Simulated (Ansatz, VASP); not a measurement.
## Te in VASP and in Ansatz

```
CELL_PARAMETERS angstrom
5.60544 0.00000 0.00000
-2.80272 4.85445 0.00000
0.00000 0.00000 3.29094
ATOMIC_POSITIONS crystal
Te 0.00000 0.00000 0.00000
Te 0.33333 0.66667 0.50000
Te 0.66667 0.33333 0.50000
```

Alike in both runs: functional RPBE; k mesh 7 × 7 × 9; occupations fermi-dirac, width 0.1 eV; no spin polarisation.

Ansatz relaxed the structure, and its values are those at the end. VASP's run is a single point on that final structure, the one shown.

|  | VASP | Ansatz |
| --- | --- | --- |
| version | VASP 6.6.1 | Ansatz 0.2.0 |
| potentials or method | VASP PAW PBE potentials, release 64 (Te), cutoff 520 eV | plane waves (420 eV) with PAW, scalar-relativistic |
| valence electrons in the cell | 18 | 48 |

|  | VASP | Ansatz | Ansatz less VASP |
| --- | --- | --- | --- |
| pressure (GPa) | -0.1 | 0.0 | +0.11 |

VASP's potentials were made for PBE, not for RPBE. VASP's potentials hold 18 valence electrons a cell and Ansatz's 48, so a difference there can come from the potentials and not from the codes.

Neither program's run includes spin-orbit coupling.
